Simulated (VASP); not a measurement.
Wanted: the native input for a VASP 6.6.1 run.

```yaml
Task: single point
Functional: r2SCAN
Potentials_or_basis: VASP PAW PBE potentials, release 64 (Be, S)
Cutoff: 520 eV
k_mesh: 10 × 10 × 10
Occupations: gaussian, width 0.01 eV
Spin: no spin polarisation
Dipole_correction: no
Further_INCAR_settings: ALGO = Normal; EDIFF = 1e-07; NBANDS = 11
```

BeS:

```xyz
2
Lattice="0.0000 2.3173 2.3173 2.2911 0.0000 2.3173 2.2911 2.3173 0.0000" Properties=species:S:1:pos:R:3 pbc="T T T"
Be    0.0000    0.0000    0.0000
S     2.2911    2.3173    2.3173
```

This cell differs from its parent crystal: uniaxial x strain -1.1%.

The input as run:

POSCAR

```
BeS
1.0
    0.0000000000      2.3172971969      2.3172971969
    2.2911117386      0.0000000000      2.3172971969
    2.2911117386      2.3172971969      0.0000000000
Be S
1 1
Direct
    0.0000000000      0.0000000000      0.0000000000
    0.5000000000      0.5000000000      0.5000000000
```

INCAR.step1

```
SYSTEM = BeS
PREC     = Accurate       ! precision mode
ENCUT    = 520            ! plane-wave cutoff, eV
ISMEAR   = 0              ! smearing method
SIGMA    = 0.01           ! smearing width, eV
LREAL    = .FALSE.        ! projectors in reciprocal space
LASPH    = .TRUE.         ! aspherical terms in the spheres
NELM     = 60             ! most SCF steps
NBANDS   = 11             ! bands
GGA      = PE             ! functional
ALGO     = Normal         ! electronic algorithm
EDIFF    = 1E-4           ! SCF threshold, eV
LWAVE    = .TRUE.         ! write WAVECAR
LCHARG   = .FALSE.        ! write CHGCAR
```

INCAR.step2

```
SYSTEM = BeS
PREC     = Accurate       ! precision mode
ENCUT    = 520            ! plane-wave cutoff, eV
EDIFF    = 1E-7           ! SCF threshold, eV
ISMEAR   = 0              ! smearing method
SIGMA    = 0.01           ! smearing width, eV
LREAL    = .FALSE.        ! projectors in reciprocal space
LASPH    = .TRUE.         ! aspherical terms in the spheres
NELM     = 60             ! most SCF steps
ALGO     = Normal         ! electronic algorithm
ISIF     = 2              ! what is computed and relaxed
LWAVE    = .FALSE.        ! write WAVECAR
LCHARG   = .FALSE.        ! write CHGCAR
METAGGA  = R2SCAN         ! meta-GGA
LMIXTAU  = .TRUE.       
NBANDS   = 11             ! bands
ISTART   = 1
```

KPOINTS

```
Automatic mesh
0
G
  10 10 10
  0 0 0
```

Potentials or basis: VASP PAW PBE potentials, release 64 (Be, S).

The run is started by

```bash
$ cat potpaw_PBE.64/Be/POTCAR potpaw_PBE.64/S/POTCAR > POTCAR
$ cp INCAR.step1 INCAR
$ mpirun -np 1 vasp_std > vasp.out
$ cp INCAR.step2 INCAR
$ mpirun -np 1 vasp_std > vasp.out
```

It gave:

```json
{
 "Pressure": "1.2 GPa",
 "Band gap on the k mesh": "1.30 eV, indirect (least direct gap 4.58 eV)"
}
```

Caveat: the cell differs from its parent crystal (uniaxial x strain -1.1%); the PAW data sets were made with another functional, which shifts forces and pressure a little.

Run time: 53 s on 1 thread of AMD EPYC 9R45 96-Core Processor (Zen 5), on a shared host, peak memory 0.12 GiB.
